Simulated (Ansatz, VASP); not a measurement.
## Au: VASP beside Ansatz

File POSCAR:

```
Au
1.0
    0.0000000000      1.9687937500      2.0455000000
    2.1222062500      0.0000000000      2.0455000000
    2.1222062500      1.9687937500      0.0000000000
Au
1
Direct
    0.0000000000      0.0000000000      0.0000000000
```

The input INCAR.step1:

```
ALGO = Normal
EDIFF = 1E-4
ENCUT = 520
GGA = PE
ISMEAR = 0
LASPH = T
LCHARG = F
LREAL = F
LWAVE = T
NBANDS = 12
NELM = 60
PREC = Accurate
SIGMA = 0.15
```

File INCAR.step2:

```
ALGO = Normal
EDIFF = 1E-7
ENCUT = 520
ISIF = 2
ISMEAR = 0
ISTART = 1
LASPH = T
LCHARG = T
LELF = T
LMIXTAU = T
LREAL = F
LVHAR = T
LWAVE = F
METAGGA = R2SCAN
NBANDS = 12
NELM = 60
PREC = Accurate
SIGMA = 0.15
```

The input KPOINTS:

```
k-points
0
Gamma
  20 20 20
```

Input for Ansatz:

```yaml
crystal:
  lattice:
    - [0.0, 1.96879375, 2.0455]
    - [2.12220625, 0.0, 2.0455]
    - [2.12220625, 1.96879375, 0.0]
  atoms:
    - { symbol: Au, position: [0.0, 0.0, 0.0] }
basis:
  ecutwfc: 500
kpoints:
  mp_grid: { grid: [20, 20, 20] }
hamiltonian:
  xc: r2scan
scf:
  occupations: { method: gaussian, width: 0.15 }
output:
  forces: true
  stress: true
  eigenvalues: true
```

Change from the starting cell: strain +0.0375 x Voigt [1, -1, 0, 0, 0, 0], atoms carried along.

Alike in both runs: task single point; functional r2SCAN; k mesh 20 × 20 × 20; occupations gaussian, width 0.15 eV; no spin polarisation.

```csv
,VASP,Ansatz
version,VASP 6.6.1,Ansatz 0.2.0
potentials or method,"VASP PAW PBE potentials, release 64 (Au), cutoff 520 eV","scalar-relativistic, plane waves, PAW"
valence electrons in the cell,11,19
```

Ansatz gave:

```
gap on the k mesh at the Fermi level (eV)                     : none
pressure (GPa)                                                : 4.5
traceless stress, the component that is largest in VASP (GPa) : -1.30
```

**Question.** Estimate VASP's values.

**Answer.** gap on the k mesh at the Fermi level (eV): none; pressure (GPa): 4.8; traceless stress, the component that is largest in VASP (GPa): -1.34.

VASP's potentials were made for PBE, not for r2SCAN. A gap of «none» marks a metal or a gap that the smearing closes. VASP's potentials hold 11 valence electrons a cell and Ansatz's 19, so a difference there can come from the potentials and not from the codes.

Spin-orbit coupling is off throughout.
